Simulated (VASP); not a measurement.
Wanted: the native input for a VASP 6.6.1 run.

```
Task                   : single point
Functional             : PBE
Potentials or basis    : VASP PAW PBE potentials, release 64 (Eu, O)
Cutoff                 : 600 eV
k mesh                 : 12 × 12 × 12
Occupations            : gaussian, width 0.05 eV
Spin                   : no spin polarisation
Dipole correction      : no
Further INCAR settings : ALGO = Normal; EDIFF = 1e-06; NBANDS = 18
```

The structure of EuO lies in POSCAR:

```
EuO
1.0
    0.0000000000      2.5302957811      2.5302957811
    2.5302957811      0.0000000000      2.5302957811
    2.5302957811      2.5302957811      0.0000000000
Eu O
1 1
Direct
    0.0000000000      0.0000000000      0.0000000000
    0.5000000000      0.5000000000      0.5000000000
```

One way to write it, as run:

INCAR

```
SYSTEM = EuO
ALGO = Normal
EDIFF = 1E-6
ENCUT = 600
GGA = PE
GGA_COMPAT = .False.
ISIF = 2
ISMEAR = 0
LASPH = .True.
LCHARG = .False.
LMAXMIX = 6
LREAL = .False.
LWAVE = .False.
NBANDS = 18
NELM = 200
PREC = Accurate
SIGMA = 0.05
```

KPOINTS

```
k-points
0
Gamma
  12 12 12
  0 0 0
```

Potentials or basis: VASP PAW PBE potentials, release 64 (Eu, O).

The run is started by

```bash
$ cat potpaw_PBE.64/Eu/POTCAR potpaw_PBE.64/O/POTCAR > POTCAR
$ mpirun -np 1 vasp_std > vasp.out
```

It gave:

```
Pressure               : -13.3 GPa
Band gap on the k mesh : zero (an odd number of electrons rules out a gap without spin polarisation)
```

Caveat: the cell stands under tension; spin-orbit coupling is left out, which moves the levels of the heavy elements; an odd number of electrons without spin polarisation forces a metal; a magnetic or distorted state may lie lower; the run has no spin polarisation, though such a crystal can be magnetic; semilocal functionals describe open f shells poorly, which spoils levels, moments and volumes.

It took 3.9 min on 1 thread of Intel(R) Xeon(R) Platinum 8375C CPU @ 2.90GHz (Ice Lake) (shared host), peak memory 0.22 GiB.
